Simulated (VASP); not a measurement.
# P (Fd-3m) in VASP: a series of runs, part 2 of 2

VASP 6.6.1.

## Step 3: Single point, revPBE (19.38 Å³/atom)

This run uses another cell than the first one, of 19.38 Å³/atom.

Input file INCAR:

```
SYSTEM = P
ALGO = Normal
EDIFF = 1E-6
ENCUT = 520
GGA = RE
ISIF = 2
ISMEAR = -1
LASPH = .TRUE.
LCHARG = .FALSE.
LREAL = .FALSE.
LWAVE = .FALSE.
NBANDS = 12
NELM = 100
PREC = Accurate
SIGMA = 0.1
```

Input file KPOINTS:

```
k-points
0
G
  11 11 11
  0 0 0
```

Input file POSCAR:

```
P
1.0
    0.0000000000      2.6860371034      2.6860371034
    2.6860371034      0.0000000000      2.6860371034
    2.6860371034      2.6860371034      0.0000000000
P
2
Direct
    0.1250000000      0.1250000000      0.1250000000
    0.8750000000      0.8750000000      0.8750000000
```

Potentials or basis: VASP PAW PBE potentials, release 64 (P).

Started as:

```bash
cat potpaw_PBE.64/P/POTCAR > POTCAR
mpirun -np 1 vasp_std > vasp.out
```

It took 35 s on 1 thread of AMD EPYC, shared host; peak memory 0.12 GiB.

It converged, with:

| Quantity | Value |
| --- | --- |
| Free energy | -9.0405 eV |
| Pressure | 3.6 GPa |
| Band gap on the k mesh | zero (bands 5 and 6 overlap by 1.91 eV) |

Levels at points of the mesh, in eV from the Fermi level:
```csv
k point,band 2,band 3,band 4,band 5,band 6,band 7,band 8,band 9
"(0.00, 0.00, 0.00)",-3.24,-3.24,-3.24,-2.93,-0.02,-0.02,-0.02,6.21
```

Caveat: the cell stands under pressure; the PAW data sets were made with another functional, which shifts forces and pressure a little.

## Step 4: Single point, revPBE (20.22 Å³/atom)

This run uses another cell than the first one, of 20.22 Å³/atom.

Edit INCAR of step 3 so:

```diff
@@ -12,3 +12,3 @@
 NBANDS = 12
-NELM = 100
+NELM = 60
 PREC = Accurate
```

KPOINTS is that of step 3.

Input file POSCAR:

```
P
1.0
    0.0000000000      2.7244142470      2.7244142470
    2.7244142470      0.0000000000      2.7244142470
    2.7244142470      2.7244142470      0.0000000000
P
2
Direct
    0.1250000000      0.1250000000      0.1250000000
    0.8750000000      0.8750000000      0.8750000000
```

Potentials or basis: VASP PAW PBE potentials, release 64 (P).

Started as:

```bash
cat potpaw_PBE.64/P/POTCAR > POTCAR
mpirun -np 1 vasp_std > vasp.out
```

OUTCAR:

```text
SYSTEM = P
   EDIFF = 1E-6
   ENCUT = 520
   GGA = RE
   ISIF = 2
   ISMEAR = -1
   LASPH = .TRUE.
   LREAL = .FALSE.
   NELM = 60
   PREC = Accurate

 ion  position               nearest neighbor table
   1  0.125  0.125  0.125-   2 2.36   2 2.36   2 2.36   2 2.36
   2  0.875  0.875  0.875-   1 2.36   1 2.36   1 2.36   1 2.36

  LATTYP: Found a face centered cubic cell.
 ALAT       =     5.4488284940

  Lattice vectors:

 A1 = (   0.0000000000,   2.7244142470,   2.7244142470)
[... 547 lines left out ...]

------------------------ aborting loop because EDIFF is reached ----------------------------------------

  FORCE on cell =-STRESS in cart. coord.  units (eV):
  Direction    XX          YY          ZZ          XY          YZ          ZX
  --------------------------------------------------------------------------------------
  -------------------------------------------------------------------------------------
  Total        0.3903120      0.3903120      0.3903120      0.0000000      0.0000000     -0.0000000
  in kB       15.4622640     15.4622640     15.4622640      0.0000000      0.0000000     -0.0000000
  external PRESSURE =      15.4622640 kB  Pullay stress =       0.0000000 kB

 VOLUME and BASIS-vectors are now :
 -----------------------------------------------------------------------------
  energy-cutoff  :      520.00
  volume of cell :       40.44
      direct lattice vectors                 reciprocal lattice vectors
     0.000000000  2.724414247  2.724414247    -0.183525688  0.183525688  0.183525688
     2.724414247  0.000000000  2.724414247     0.183525688 -0.183525688  0.183525688
     2.724414247  2.724414247  0.000000000     0.183525688  0.183525688 -0.183525688

 POSITION                                       TOTAL-FORCE (eV/Angst)
 -----------------------------------------------------------------------------------
      0.68110      0.68110      0.68110         0.000000     -0.000000      0.000000
      4.76772      4.76772      4.76772        -0.000000      0.000000     -0.000000
 -----------------------------------------------------------------------------------
    total drift:                               -0.000000      0.000000      0.000000

  FREE ENERGIE OF THE ION-ELECTRON SYSTEM (eV)
  ---------------------------------------------------
  free  energy   TOTEN  =        -9.0677032123 eV

  energy  without entropy=       -9.0356058998  energy(sigma->0) =       -9.05165456
```

OSZICAR:

```text
N       E                     dE             d eps       ncg     rms          rms(c)
DAV:   1     0.206501997498E+02    0.20650E+02   -0.41182E+03  1344   0.693E+02
DAV:   2    -0.789431852041E+01   -0.28545E+02   -0.27066E+02  1900   0.105E+02
DAV:   3    -0.911102078881E+01   -0.12167E+01   -0.12075E+01  1756   0.204E+01
DAV:   4    -0.912194647410E+01   -0.10926E-01   -0.10923E-01  1612   0.233E+00
DAV:   5    -0.912209345436E+01   -0.14698E-03   -0.14698E-03  1744   0.263E-01    0.802E+00
DAV:   6    -0.908698323575E+01    0.35110E-01   -0.10910E-02  1640   0.552E-01    0.476E+00
DAV:   7    -0.906757762196E+01    0.19406E-01   -0.23085E-02  1624   0.845E-01    0.859E-02
DAV:   8    -0.906767878154E+01   -0.10116E-03   -0.14033E-03  1592   0.228E-01    0.346E-02
DAV:   9    -0.906769669245E+01   -0.17911E-04   -0.37616E-05  1736   0.414E-02    0.198E-02
DAV:  10    -0.906770290632E+01   -0.62139E-05   -0.61835E-06  1600   0.150E-02    0.391E-03
DAV:  11    -0.906770321230E+01   -0.30598E-06   -0.84405E-07  1368   0.566E-03
   1 F= -.90677032E+01 E0= -.90516546E+01  d E =-.320973E-01
```

Wall time 42 s (1 thread of AMD EPYC, shared host); peak memory 0.13 GiB.

What came out:

| Quantity | Value |
| --- | --- |
| Free energy | -9.0677 eV |
| Pressure | 1.5 GPa |
| Band gap on the k mesh | zero (bands 5 and 6 overlap by 1.78 eV) |

Caveat: the PAW data sets were made with another functional, which shifts forces and pressure a little.

## Step 5: Single point, revPBE (21.06 Å³/atom)

Input file INCAR:

```
SYSTEM = P
PREC = Accurate
ENCUT = 520
EDIFF = 1E-7
ISMEAR = -1
SIGMA = 0.1
LREAL = .FALSE.
LASPH = .TRUE.
NELM = 80
ALGO = Normal
ISIF = 2
LWAVE = .FALSE.
LCHARG = .FALSE.
GGA = RE
NBANDS = 12
```

Input file KPOINTS:

```
Automatic mesh
0
G
  11 11 11
  0 0 0
```

Input file POSCAR:

```
P
1.0
    0.0000000000      2.7617396283      2.7617396283
    2.7617396283      0.0000000000      2.7617396283
    2.7617396283      2.7617396283      0.0000000000
P
2
Direct
    0.1250000000      0.1250000000      0.1250000000
    0.8750000000      0.8750000000      0.8750000000
```

Started as:

```bash
cat potpaw_PBE.64/P/POTCAR > POTCAR
mpirun -np 1 vasp_std > vasp.out
```

Wall time 63 s (1 thread of AMD EPYC, shared host); peak memory 0.14 GiB.

It converged, with:

- Free energy: -9.0748 eV
- Pressure: -0.2 GPa
- Band gap on the k mesh: zero (bands 5 and 6 overlap by 1.65 eV)

Levels at points of the mesh, in eV from the Fermi level:
```
           k point  band 3  band 4  band 5  band 6  band 7  band 8
(0.00, 0.00, 0.00)   -2.96   -2.96   -2.96    0.14    0.14    0.14
```

Caveat: the PAW data sets were made with another functional, which shifts forces and pressure a little.

## Step 6: Single point, revPBE (23.59 Å³/atom)

This run uses another cell than the first one, of 23.59 Å³/atom.

Input file INCAR:

```
PREC     = Accurate       # precision mode
ENCUT    = 520            # plane-wave cutoff, eV
EDIFF    = 1E-6           # SCF threshold, eV
ISMEAR   = -1             # smearing method
SIGMA    = 0.1            # smearing width, eV
LREAL    = False          # projectors in reciprocal space
LASPH    = True           # aspherical terms in the spheres
NELM     = 80             # most SCF steps
ALGO     = Normal         # electronic algorithm
ISIF     = 2              # what is computed and relaxed
LWAVE    = False          # write WAVECAR
LCHARG   = False          # write CHGCAR
GGA      = RE             # functional
NBANDS   = 12             # bands
```

Input file KPOINTS:

```
regular mesh
0
Gamma
  11 11 11
```

Input file POSCAR:

```
P
1.0
    0.0000000000      2.8680633462      2.8680633462
    2.8680633462      0.0000000000      2.8680633462
    2.8680633462      2.8680633462      0.0000000000
P
2
Direct
    0.1250000000      0.1250000000      0.1250000000
    0.8750000000      0.8750000000      0.8750000000
```

Potentials or basis: VASP PAW PBE potentials, release 64 (P).

Started as:

```bash
cat potpaw_PBE.64/P/POTCAR > POTCAR
mpirun -np 1 vasp_std > vasp.out
```

Wall time 53 s (1 thread of AMD EPYC, shared host); peak memory 0.14 GiB.

Results (log left out):

* Free energy: -9.0025 eV
* Pressure: -4.2 GPa
* Band gap on the k mesh: zero (bands 5 and 6 overlap by 1.29 eV)

Levels at points of the mesh, in eV from the Fermi level:
```csv
k point,band 2,band 3,band 4,band 5,band 6,band 7,band 8,band 9
"(0.00, 0.00, 0.00)",-4.34,-2.61,-2.61,-2.61,0.31,0.31,0.31,5.99
```

Caveat: the cell stands under tension; the PAW data sets were made with another functional, which shifts forces and pressure a little.

## Step 7: Relaxation of cell and atoms, revPBE

This run uses another cell than the first one, of 20.55 Å³/atom.

Input file INCAR:

```
PREC = Accurate
ENCUT = 600
EDIFF = 1E-7
ISMEAR = -1
SIGMA = 0.1
LREAL = F
LASPH = T
NELM = 80
ALGO = Normal
ISIF = 3
LWAVE = F
LCHARG = F
GGA = RE
IBRION = 2
NSW = 80
EDIFFG = -0.01
```

Input file KPOINTS:

```
Automatic mesh
0
Gamma
  10 10 10
```

Input file POSCAR:

```
P
1.0
    0.0000000000      2.7391031705      2.7391031705
    2.7391031705      0.0000000000      2.7391031705
    2.7391031705      2.7391031705      0.0000000000
P
2
Direct
    0.1250000000      0.1250000000      0.1250000000
    0.8750000000      0.8750000000      0.8750000000
```

Started as:

```bash
cat potpaw_PBE.64/P/POTCAR > POTCAR
mpirun -np 1 vasp_std > vasp.out
```

Wall time 89 s (1 thread of AMD EPYC, shared host); peak memory 0.14 GiB.

The run converged. Its results:

| Property | Result |
| --- | --- |
| Free energy | -9.0648 eV |
| Relaxed volume | 20.94 Å³/atom |
| Relaxed cell | a = 3.898 Å, b = 3.898 Å, c = 3.898 Å, α = 60.00°, β = 60.00°, γ = 60.00° |
| Space group after relaxing (to 0.1 Å) | Fd-3m (No. 227) |
| Energy gained by relaxing | 0.9 meV/atom |
| Ionic steps | 3 |
| Pressure after relaxing | 0.0 GPa |
| Band gap on the k mesh | zero (bands 5 and 6 overlap by 2.05 eV) |

Step by step:
| step | energy change (eV) | largest force (eV/Å) | pressure (GPa) | volume (Å³) |
| --- | --- | --- | --- | --- |
| 1 | 0.0000 | 0.0000 | 0.77 | 41.10 |
| 2 | -0.0017 | 0.0000 | 0.18 | 41.69 |
| 3 | -0.0018 | 0.0000 | 0.00 | 41.88 |

Final structure:
```
CELL_PARAMETERS angstrom
0.00000 2.75625 2.75625
2.75625 0.00000 2.75625
2.75625 2.75625 0.00000
ATOMIC_POSITIONS crystal
P 0.12500 0.12500 0.12500
P 0.87500 0.87500 0.87500
```

Levels at points of the mesh, in eV from the Fermi level:
```
           k point  band 1  band 2  band 3  band 4  band 5  band 6  band 7  band 8  band 9
(0.00, 0.00, 0.00)  -14.81   -3.50   -2.96   -2.96   -2.96    0.15    0.15    0.15    6.14
(0.50, 0.00, 0.00)  -12.99   -9.77   -3.98   -3.98   -2.31    1.41    1.41    5.69    8.25
(0.50, 0.50, 0.00)  -11.30  -11.30   -5.22   -5.22   -1.03   -1.03    5.70    5.70    8.53
```

Caveat: the PAW data sets were made with another functional, which shifts forces and pressure a little.

## Step 8: Summary

```tsv
task	cell	k mesh	cutoff (eV)	gap on the mesh (eV)	pressure (GPa)
single point	a = 3.906 Å, angles 60.0°, 2 atoms	10 × 10 × 10	520	none	-0.3
single point	a = 3.799 Å, angles 60.0°, 2 atoms	11 × 11 × 11	520	none	3.6
single point	a = 3.853 Å, angles 60.0°, 2 atoms	11 × 11 × 11	520	none	1.5
single point	a = 3.906 Å, angles 60.0°, 2 atoms	11 × 11 × 11	520	none	-0.2
single point	a = 4.056 Å, angles 60.0°, 2 atoms	11 × 11 × 11	520	none	-4.2
relaxation of cell and atoms	relaxed from a = 3.874 Å, angles 60.0°, 2 atoms	10 × 10 × 10	600	none	0.0
```

Alike in all rows: level revPBE; potentials or basis VASP PAW PBE potentials, release 64 (P); no spin polarisation; smearing fermi-dirac 0.1 eV.

Caveats: the PAW data sets were made with another functional, which shifts forces and pressure a little; the cell stands under pressure (at least some runs); the cell stands under tension (at least some runs).

Total energies depend on the potentials used, so only differences within one code and one set of settings carry meaning.
